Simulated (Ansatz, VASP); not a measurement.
Two plane-wave programs on InAs

```xyz
2
Lattice="0.0000 2.8773 2.8773 2.8773 0.0000 2.8773 2.8773 2.8773 0.0000" Properties=species:S:1:pos:R:3 pbc="T T T"
In    2.8773    2.8773    2.8773
As    0.0000    0.0000    0.0000
```

Alike in both runs: task relaxation of cell and atoms; functional PBEsol; dispersion D4; k mesh 8 × 8 × 8; occupations fermi-dirac, width 0.05 eV; no spin polarisation.

```csv
,VASP,Ansatz
version,VASP 6.6.1,Ansatz 0.2.0
potentials or method,"VASP PAW PBE potentials, release 64 (In_d, As)",Ansatz PAW
plane-wave cutoff (eV),600,420
valence electrons in the cell,18,28
```

Ansatz gave:

| Quantity | Value |
| --- | --- |
| gap on the k mesh at the Fermi level, each at its own relaxed structure (eV) | none |
| relaxed volume (Å³/atom) | 22.10 |
| relaxed cell length with the largest relative difference (Å) | 3.969 |

Question: What did VASP give for the same quantities?

Answer: gap on the k mesh at the Fermi level, each at its own relaxed structure (eV): none; relaxed volume (Å³/atom): 22.13; relaxed cell length with the largest relative difference (Å): 3.971.

VASP's potentials were made for PBE, not for PBEsol. A gap of «none» marks a metal or a gap that the smearing closes. VASP's potentials hold 18 valence electrons a cell and Ansatz's 28, so a difference there can come from the potentials and not from the codes.

Noted on Ansatz's run: the plane-wave basis is chosen anew once the cell has moved, so the energies of steps on either side of that aren't comparable.
